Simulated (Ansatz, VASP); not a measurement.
# One calculation of Yb, two programs

```
CELL_PARAMETERS angstrom
0.00000 4.36321 4.36321
4.36321 0.00000 4.36321
4.36321 4.36321 0.00000
ATOMIC_POSITIONS crystal
Yb 0.12500 0.12500 0.12500
Yb 0.87500 0.87500 0.87500
```

Alike in both runs: task single point; functional RPBE; k mesh 7 × 7 × 7; occupations fermi-dirac, width 0.1 eV; no spin polarisation.

|  | VASP | Ansatz |
| --- | --- | --- |
| version | VASP 6.6.1 | Ansatz 0.2.0 |
| potentials or method | VASP PAW PBE potentials, release 64 (Yb), cutoff 520 eV | plane waves (420 eV) with PAW, scalar-relativistic |
| valence electrons in the cell | 48 | 48 |

VASP gave:

- pressure (GPa): 0.5

Task: Estimate Ansatz's values.

Result: Pressure (GPa): 0.3.

VASP's potentials were made for PBE, not for RPBE.

Spin-orbit coupling is off throughout.
